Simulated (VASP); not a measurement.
Runs of VASP 6.6.1 on TiO2. The structure is that of space group P4_2/mnm (No. 136), or close to it. The cells are those of the table. 

```csv
task,cell,cutoff (eV),gap on the mesh (eV),pressure (GPa),largest force (eV/Å)
single point,"a = 4.566, b = 4.566, c = 2.944 Å, 6 atoms",520,(a),5.3,0.03
relaxation of cell and atoms,"relaxed to 10 GPa from a = 4.597, b = 4.597, c = 2.954 Å, 6 atoms",600,2.27,10.0,-
single point,"a = 4.494, b = 4.494, c = 2.920 Å, 6 atoms",520,2.31,16.5,0.03
single point,"a = 4.581, b = 4.581, c = 2.949 Å, 6 atoms",520,2.24,(b),0.03
single point,"a = 4.597, b = 4.597, c = 2.954 Å, 6 atoms",520,2.23,(c),0.04
```

Alike in all rows: level r2SCAN; potentials or basis VASP PAW PBE potentials, release 64 (Ti_sv, O); no spin polarisation; k mesh 4 × 4 × 6; smearing gaussian 0.01 eV.

Question: Estimate the missing entries.

Answer: (a) 2.25; (b) 3.3; (c) 1.3.

Caveats: the PAW data sets were made with another functional, which shifts forces and pressure a little; the cell stands under pressure (at least some runs); the cell is relaxed towards a set pressure, so the run minimises the enthalpy, not the energy (at least some runs).

A k mesh can miss the band edges.
